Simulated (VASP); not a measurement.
# LiF (P4/mmm) in VASP: a series of runs

Runs on LiF. Level: LDA. Tasks: single point.

Program: VASP 6.6.1. These are calculated values, not measurements. Logs are shortened: lines on timing, memory, paths and dates and some standing lists are left out, and cuts for length are marked.

### 1 The cell of the first run

Symmetry: P4/mmm, No. 123, tetragonal system. The conventional cell has a = 2.432 Å, b = 2.432 Å, c = 2.560 Å, α = 90.00°, β = 90.00°, γ = 90.00°. Within 2.8 Å of Li (site symmetry 4/mmm) lie 8 F at 2.14 Å and 6 Li at 2.43 to 2.56 Å. F (site symmetry 4/mmm) has 8 Li at 2.14 Å and 6 F at 2.43 to 2.56 Å within 2.8 Å.

### 2 Single point, LDA (strain -0.050 along x and y, +0.000 along z)

INCAR

```
PREC = Accurate
ENCUT = 520
EDIFF = 1E-6
ISMEAR = 0
SIGMA = 0.05
LREAL = False
LASPH = True
NELM = 100
ALGO = Normal
ISIF = 2
LWAVE = False
LCHARG = False
NBANDS = 12
```

KPOINTS

```
regular mesh
0
Gamma
  10 10 10
```

POSCAR

```
LiF
1.0
    2.4315563500      0.0000000000      0.0000000000
    0.0000000000      2.4315563500      0.0000000000
    0.0000000000      0.0000000000      2.5595330000
Li F
1 1
Direct
    0.0000000000      0.0000000000      0.0000000000
    0.5000000000      0.5000000000      0.5000000000
```

Potentials or basis: VASP PAW LDA potentials, release 64 (Li_sv, F).

Launch:

```sh
cat potpaw_LDA.64/Li_sv/POTCAR potpaw_LDA.64/F/POTCAR > POTCAR
mpirun -np 1 vasp_std > vasp.out
```

OUTCAR:

```text
PREC = Accurate
   ENCUT = 520
   EDIFF = 1E-6
   ISMEAR = 0
   LREAL = False
   LASPH = True
   NELM = 100
   ISIF = 2

 ion  position               nearest neighbor table
   1  0.000  0.000  0.000-   2 2.14   2 2.14   2 2.14   2 2.14   2 2.14   2 2.14   2 2.14   2 2.14

   2  0.500  0.500  0.500-   1 2.14   1 2.14   1 2.14   1 2.14   1 2.14   1 2.14   1 2.14   1 2.14

  LATTYP: Found a simple tetragonal cell.
 ALAT       =     2.4315563500
 C/A-ratio  =     1.0526315789

  Lattice vectors:

 A1 = (   2.4315563500,   0.0000000000,   0.0000000000)
 A2 = (   0.0000000000,   2.4315563500,   0.0000000000)
 A3 = (   0.0000000000,   0.0000000000,   2.5595330000)

Analysis of symmetry for initial positions (statically):
=====================================================================
 Subroutine PRICEL returns:
 Original cell was already a primitive cell.

 Routine SETGRP: Setting up the symmetry group for a
 simple tetragonal supercell.

 Subroutine GETGRP returns: Found 16 space group operations
 (whereof 16 operations were pure point group operations)
 out of a pool of 16 trial point group operations.

The static configuration has the point symmetry D_4h.

Analysis of symmetry for dynamics (positions and initial velocities):
=====================================================================
 Subroutine PRICEL returns:
 Original cell was already a primitive cell.

 Routine SETGRP: Setting up the symmetry group for a
 simple tetragonal supercell.

 Subroutine GETGRP returns: Found 16 space group operations
 (whereof 16 operations were pure point group operations)
 out of a pool of 16 trial point group operations.

The dynamic configuration has the point symmetry D_4h.

 Subroutine INISYM returns: Found 16 space group operations
 (whereof 16 operations are pure point group operations),
 and found     1 'primitive' translations

----------------------------------------------------------------------------------------

                                     Primitive cell

  volume of cell :      15.1332

  direct lattice vectors                    reciprocal lattice vectors
     2.431556350  0.000000000  0.000000000     0.411259233  0.000000000  0.000000000
     0.000000000  2.431556350  0.000000000     0.000000000  0.411259233  0.000000000
     0.000000000  0.000000000  2.559533000     0.000000000  0.000000000  0.390696272

  length of vectors
     2.431556350  2.431556350  2.559533000     0.411259233  0.411259233  0.390696272

  position of ions in fractional coordinates (direct lattice)
     0.000000000  0.000000000  0.000000000
     0.500000000  0.500000000  0.500000000

  ion indices of the primitive-cell ions
   primitive index   ion index
                 1           1
                 2           2

----------------------------------------------------------------------------------------

 KPOINTS: regular mesh

Automatic generation of k-mesh.
 Grid dimensions read from file:
 generate k-points for:   10   10   10

 Generating k-lattice:

  Cartesian coordinates                     Fractional coordinates (reciprocal lattice)
     0.041125923  0.000000000  0.000000000     0.100000000  0.000000000  0.000000000
     0.000000000  0.041125923  0.000000000     0.000000000  0.100000000  0.000000000
     0.000000000  0.000000000  0.039069627     0.000000000  0.000000000  0.100000000

  Length of vectors
     0.041125923  0.041125923  0.039069627

  Shift w.r.t. Gamma in fractional coordinates (k-lattice)
     0.000000000  0.000000000  0.000000000

 Subroutine IBZKPT returns following result:
 ===========================================

 Found    126 irreducible k-points:

 Following reciprocal coordinates:
            Coordinates               Weight
  0.000000  0.000000  0.000000      1.000000
  0.100000  0.000000  0.000000      4.000000
  0.200000  0.000000  0.000000      4.000000
  0.300000  0.000000  0.000000      4.000000
  0.400000  0.000000  0.000000      4.000000
  0.500000  0.000000  0.000000      2.000000
[... 16 lines left out ...]
  0.100000  0.000000  0.100000      8.000000
  0.200000  0.000000  0.100000      8.000000
 [... further k-points ...]
   k-points           NKPTS =    126   k-points in BZ     NKDIM =    126   number of bands    NBANDS=     12
   number of dos      NEDOS =    301   number of ions     NIONS =      2
   total plane-waves  NPLWV =   6480
   dimension x,y,z NGX =    18 NGY =   18 NGZ =   20
   dimension x,y,z NGXF=    36 NGYF=   36 NGZF=   40
   ions per type =               1   1
   NGX,Y,Z   is equivalent  to a cutoff of  12.31, 12.31, 12.99 a.u.
   NGXF,Y,Z  is equivalent  to a cutoff of  24.61, 24.61, 25.98 a.u.
 SYSTEM =  unknown system
   PREC   = accura    normal or accurate (medium, high low for compatibility)
   ISTART =      0    job   : 0-new  1-cont  2-samecut
   ICHARG =      2    charge: 1-file 2-atom 10-const
   ISPIN  =      1    spin polarized calculation?
   LNONCOLLINEAR =      F non collinear calculations
   LSORBIT =      F    spin-orbit coupling
   LASPH  =      T    aspherical Exc in radial PAW
   ENCUT  =  520.0 eV  38.22 Ry    6.18 a.u.   4.52  4.52  4.76*2*pi/ulx,y,z
   NELM   =    100;   NELMIN=  2; NELMDL= -5     # of ELM steps
   EDIFF  = 0.1E-05   stopping-criterion for ELM
   LREAL  =      F    real-space projection
   EDIFFG = 0.1E-04   stopping-criterion for IOM
   NSW    =      0    number of steps for IOM
   IBRION =     -1    ionic relax: 0-MD 1-quasi-New 2-CG
   NFREE  =      0    steps in history (QN), initial steepest desc. (CG)
   ISIF   =      2    stress and relaxation
   ISYM   =      2    0-nonsym 1-usesym 2-fastsym
   POTIM  = 0.5000    time-step for ionic-motion
   TEBEG  =    0.0;   TEEND  =   0.0 temperature during run
   PSTRESS=    0.0 pullay stress
   NELECT =      10.0000    total number of electrons
   NUPDOWN=      -1.0000    fix difference up-down
   EMIN   =  10.00;   EMAX   =-10.00  energy-range for DOS
   EFERMI =   0.00;   METHOD = LEGACY
   ISMEAR =     0;   SIGMA  =   0.05  broadening in eV -4-tet -1-fermi 0-gaus
   EFERMI_NEDOS =   21; number of points for ismear=-14 and -15
   IALGO  =     38    algorithm
   IMIX   =      4    mixing-type and parameters
     AMIX     =   0.40;   BMIX     =  1.00
     AMIX_MAG =   1.60;   BMIX_MAG =  1.00
  volume/ion in A,a.u.               =       7.57        51.06
  Fermi-wavevector in a.u.,A,eV,Ry     =   1.425931  2.694618 27.664424  2.033278
  Thomas-Fermi vector in A             =   2.546262
   LORBIT       =      0    0 simple, 1 ext, 2 COOP (PROOUT), +10 PAW based schemes
   GGA     = CA    functional components
   LHFCALC =     F    Hartree Fock is set to
   AEXX    =    0.0000 exact exchange contribution
   IVDW    =     0    specifies the selected vdW correction
   LEPSILON=     F    determine dielectric tensor
   LRPA    =     F    only Hartree local field effects (RPA)
 non-spin polarized calculation
 Gauss-broadening in eV      SIGMA  =   0.05
  energy-cutoff  :      520.00
  volume of cell :       15.13
 maximum number of plane-waves:       426
   NGX =  9   NGY =  9   NGZ =  9

 number of electron      10.0000001 magnetization

 Free energy of the ion-electron system (eV)
  ---------------------------------------------------
  ext. energy  EPLUGINS =         0.00000000
  ---------------------------------------------------
  free energy    TOTEN  =        -9.88816972 eV

  energy without entropy =       -9.88816972  energy(sigma->0) =       -9.88816972

 E-fermi :   1.0044     XC(G=0): -11.0896

 val. band max:        0.7387836463   @ k =   0.5000   0.0000   0.5000
 cond. band min:       8.7595422635   @ k =   0.0000   0.0000   0.0000
 fundamental gap:      8.0207586172
 Fermi energy:         1.0043570649

 k-point     1 :       0.0000    0.0000    0.0000
  band No.  band energies     occupation
      1     -41.0110      2.00000
      2     -20.2854      2.00000
      3      -0.6141      2.00000
      4       0.0098      2.00000
      5       0.0098      2.00000
      6       8.7595      0.00000
      7      19.0085      0.00000
      8      20.3039      0.00000
      9      21.2984      0.00000
     10      22.7734      0.00000
     11      22.7734      0.00000
     12      39.9044      0.00000

 k-point     2 :       0.1000    0.0000    0.0000
  band No.  band energies     occupation
      1     -41.0025      2.00000
      2     -20.2289      2.00000
      3      -0.5617      2.00000
      4      -0.4219      2.00000
      5       0.0537      2.00000
      6       8.9749      0.00000
      7      18.4770      0.00000
      8      19.7381      0.00000
      9      21.2240      0.00000
     10      22.7513      0.00000
     11      24.8126      0.00000
     12      38.1778      0.00000

 k-point     3 :       0.2000    0.0000    0.0000
  band No.  band energies     occupation
      1     -40.9801      2.00000
      2     -20.0758      2.00000
      3      -1.4393      2.00000
      4      -0.4217      2.00000
      5       0.1702      2.00000
      6       9.3846      0.00000
      7      17.0983      0.00000
      8      20.3604      0.00000
      9      21.0042      0.00000
     10      22.6739      0.00000
     11      28.3602      0.00000
     12      35.5708      0.00000
[... 286 lines left out ...]
 k-point    23 :       0.1000    0.0000    0.1000
  band No.  band energies     occupation
      1     -40.9967      2.00000
      2     -20.1892      2.00000
      3      -0.9189      2.00000
      4      -0.3878      2.00000
      5       0.0872      2.00000
      6       9.2410      0.00000
      7      17.6566      0.00000
      8      19.3451      0.00000
      9      22.6918      0.00000
     10      22.8781      0.00000
     11      25.0570      0.00000
     12      36.0517      0.00000

 k-point    24 :       0.2000    0.0000    0.1000
  band No.  band energies     occupation
      1     -40.9746      2.00000
      2     -20.0329      2.00000
      3      -1.4090      2.00000
      4      -0.7814      2.00000
      5       0.2011      2.00000
      6       9.7012      0.00000
      7      16.9407      0.00000
      8      18.7935      0.00000
      9      22.6883      0.00000
     10      23.0410      0.00000
     11      28.5125      0.00000
     12      33.5145      0.00000

 [... further k-points ...]
[... 5 lines left out ...]
  --------------------------------------------------------------------------------------
  -------------------------------------------------------------------------------------
  Total        0.4475319      0.4475319     -1.1193184      0.0000000      0.0000000      0.0000000
  in kB       47.3811000     47.3811000   -118.5044963      0.0000000      0.0000000      0.0000000
  external PRESSURE =      -7.9140988 kB  Pullay stress =       0.0000000 kB

 VOLUME and BASIS-vectors are now :
 -----------------------------------------------------------------------------
  energy-cutoff  :      520.00
  volume of cell :       15.13
      direct lattice vectors                 reciprocal lattice vectors
     2.431556350  0.000000000  0.000000000     0.411259233  0.000000000  0.000000000
     0.000000000  2.431556350  0.000000000     0.000000000  0.411259233  0.000000000
     0.000000000  0.000000000  2.559533000     0.000000000  0.000000000  0.390696272

 POSITION                                       TOTAL-FORCE (eV/Angst)
 -----------------------------------------------------------------------------------
      0.00000      0.00000      0.00000         0.000000      0.000000      0.000000
      1.21578      1.21578      1.27977         0.000000      0.000000      0.000000
 -----------------------------------------------------------------------------------
    total drift:                                0.000000     -0.000000     -0.000000

  FREE ENERGIE OF THE ION-ELECTRON SYSTEM (eV)
  ---------------------------------------------------
  free  energy   TOTEN  =        -9.8881697176 eV

  energy  without entropy=       -9.8881697176  energy(sigma->0) =       -9.88816972
```

Wall time 12 s (1 thread of Intel Xeon 8259CL, shared host); peak memory 0.13 GiB.

What came out:

```yaml
Free_energy: -9.8882 eV
Band_gap_on_the_k_mesh: 8.02 eV (least direct gap 8.75 eV)
```

Caveat: the cell differs from its parent crystal (strain -0.050 along x and y, +0.000 along z); the cutoff is under 1.25 times the usual one of these potentials, so pressure, stress and relaxed cells hold a basis-set (Pulay) error.

### 3 Single point, LDA (strain -0.050 along x and y, +0.025 along z)

INCAR

```
SYSTEM = LiF
PREC = Accurate ; ENCUT = 520
EDIFF = 1E-6 ; ISMEAR = 0
SIGMA = 0.05 ; LREAL = .FALSE.
LASPH = .TRUE. ; NELM = 100
ALGO = Normal ; ISIF = 2
LWAVE = .FALSE. ; LCHARG = .FALSE.
NBANDS = 12
```

KPOINTS

```
regular mesh
0
G
  10 10 10
  0 0 0
```

Edit POSCAR of step 2 so:

```diff
@@ -4,3 +4,3 @@
     0.0000000000      2.4315563500      0.0000000000
-    0.0000000000      0.0000000000      2.5595330000
+    0.0000000000      0.0000000000      2.6235213250
 Li F
```

Potentials or basis: VASP PAW LDA potentials, release 64 (Li_sv, F).

Launch:

```sh
cat potpaw_LDA.64/Li_sv/POTCAR potpaw_LDA.64/F/POTCAR > POTCAR
mpirun -np 1 vasp_std > vasp.out
```

It took 12 s on 1 thread of Intel Xeon 8259CL, shared host; peak memory 0.13 GiB.

Results (log left out):

- Free energy: -9.8537 eV
- Band gap on the k mesh: 7.67 eV (least direct gap 8.35 eV)

Levels at points of the mesh, in eV from the valence-band top:
```
           k point  band 2  band 3  band 4  band 5  band 6  band 7  band 8  band 9
(0.00, 0.00, 0.00)  -20.99   -1.57   -0.68   -0.68    7.67   17.82   19.66   19.77
(0.50, 0.00, 0.00)  -20.32   -4.36   -0.95   -0.21    8.65   14.67   18.73   21.70
(0.50, 0.50, 0.00)  -19.57   -3.79   -3.79   -0.54   13.53   13.53   13.66   18.78
(0.00, 0.00, 0.50)  -20.62   -4.34   -0.35   -0.35    9.34   13.60   20.84   20.84
(0.50, 0.00, 0.50)  -19.83   -4.13   -3.85    0.00   12.98   13.10   14.28   20.17
(0.50, 0.50, 0.50)  -19.19   -2.87   -2.87   -2.55   10.45   10.45   11.06   23.37
```

Caveat: the cell differs from its parent crystal (strain -0.050 along x and y, +0.025 along z); the cutoff is under 1.25 times the usual one of these potentials, so pressure, stress and relaxed cells hold a basis-set (Pulay) error. A k mesh can miss the band edges.

### 4 Single point, LDA (strain -0.025 along x and y, -0.050 along z)

INCAR

```
PREC = Accurate
ENCUT = 520
EDIFF = 1E-6
ISMEAR = 0
SIGMA = 0.05
LREAL = False
LASPH = True
NELM = 100
ALGO = Normal
ISIF = 2
LWAVE = False
LCHARG = True
GGA = CA
LELF = True
LVHAR = True
NBANDS = 12
```

KPOINTS

```
Automatic mesh
0
Gamma
  10 10 10
```

POSCAR

```
LiF
1.0
    2.4955446750      0.0000000000      0.0000000000
    0.0000000000      2.4955446750      0.0000000000
    0.0000000000      0.0000000000      2.4315563500
Li F
1 1
Direct
    0.0000000000      0.0000000000      0.0000000000
    0.5000000000      0.5000000000      0.5000000000
```

Launch:

```sh
cat potpaw_LDA.64/Li_sv/POTCAR potpaw_LDA.64/F/POTCAR > POTCAR
mpirun -np 1 vasp_std > vasp.out
```

It took 13 s on 1 thread of Intel Xeon 8259CL, shared host; peak memory 0.13 GiB.

It converged, with:

```
Free energy            : -9.9080 eV
Band gap on the k mesh : 8.05 eV (least direct gap 8.77 eV)
```

Levels at points of the mesh, in eV from the valence-band top:
```
           k point  band 2  band 3  band 4  band 5  band 6  band 7  band 8  band 9
(0.00, 0.00, 0.00)  -21.01   -1.04   -1.04   -0.72    8.05   18.54   19.25   21.28
(0.50, 0.00, 0.00)  -20.48   -4.37   -0.57   -0.30    9.22   14.60   20.23   21.31
(0.50, 0.50, 0.00)  -19.80   -4.02   -4.02    0.00   13.41   13.93   13.93   20.38
(0.00, 0.00, 0.50)  -20.36   -4.39   -0.51   -0.51    9.03   14.96   20.54   20.54
(0.50, 0.00, 0.50)  -19.70   -4.00   -3.89   -0.20   13.60   13.70   14.13   19.88
(0.50, 0.50, 0.50)  -19.16   -2.86   -2.74   -2.74   10.63   10.84   10.84   24.88
```

Caveat: the cell differs from its parent crystal (strain -0.025 along x and y, -0.050 along z); the cutoff is under 1.25 times the usual one of these potentials, so pressure, stress and relaxed cells hold a basis-set (Pulay) error.

### 5 The runs side by side

```tsv
cell	gap on the mesh (eV)
a = 2.432, b = 2.432, c = 2.560 Å, 2 atoms	8.02
a = 2.432, b = 2.432, c = 2.624 Å, 2 atoms	7.67
a = 2.496, b = 2.496, c = 2.432 Å, 2 atoms	8.05
```

Alike in all rows: task single point; level LDA; potentials or basis VASP PAW LDA potentials, release 64 (Li_sv, F); no spin polarisation; k mesh 10 × 10 × 10; cutoff (eV) 520; smearing gaussian 0.05 eV.

Caveats: the cutoff is under 1.25 times the usual one of these potentials, so pressure, stress and relaxed cells hold a basis-set (Pulay) error.

Absolute energies hang on the potentials; compare differences alone.
